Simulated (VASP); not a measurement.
Input of a VASP 6.6.1 run:

Contents of POSCAR:

```
P
1.0
    1.6076855749      0.9281976994      2.6228796189
   -1.6076855749      0.9281976994      2.6228796189
    0.0000000000     -1.8563953989      2.6228796189
P
2
Direct
    0.2499741513      0.2499741513      0.2499741513
    0.7500258487      0.7500258487      0.7500258487
```

Contents of INCAR.step1:

```
PREC = Accurate
ENCUT = 520
ISMEAR = 0
SIGMA = 0.05
LREAL = False
LASPH = True
NELM = 100
NBANDS = 12
GGA = PE
ALGO = Normal
EDIFF = 1E-4
LWAVE = True
LCHARG = False
```

The input INCAR.step2:

```
PREC = Accurate
ENCUT = 520
EDIFF = 1E-6
ISMEAR = 0
SIGMA = 0.05
LREAL = False
LASPH = True
NELM = 100
ALGO = Normal
ISIF = 2
LWAVE = False
LCHARG = False
METAGGA = R2SCAN
LMIXTAU = True
IVDW = 12
VDW_S6 = 1.0
VDW_S8 = 0.78981345
VDW_A1 = 0.49484001
VDW_A2 = 5.73083694
NBANDS = 12
ISTART = 1
```

File KPOINTS:

```
Automatic mesh
0
Gamma
  16 16 16
```

Potentials or basis: VASP PAW PBE potentials, release 64 (P).

The run is started by

```console
$ cat potpaw_PBE.64/P/POTCAR > POTCAR
$ cp INCAR.step1 INCAR
$ mpirun -np 1 vasp_std > vasp.out
$ cp INCAR.step2 INCAR
$ mpirun -np 1 vasp_std > vasp.out
```

(1) Predict the dispersion energy per atom.

(2) What does it give for the pressure?

(3) Predict the band gap on the k mesh.

Answers

(1) -0.283 eV.

(2) 35.8 GPa.

(3) zero (band 5 reaches 15.54 eV, above the bottom of band 6 at 11.03 eV).

Caveat: the PAW data sets were made with another functional, which shifts forces and pressure a little; pairwise dispersion overbinds metals, which lowers pressure and volume.
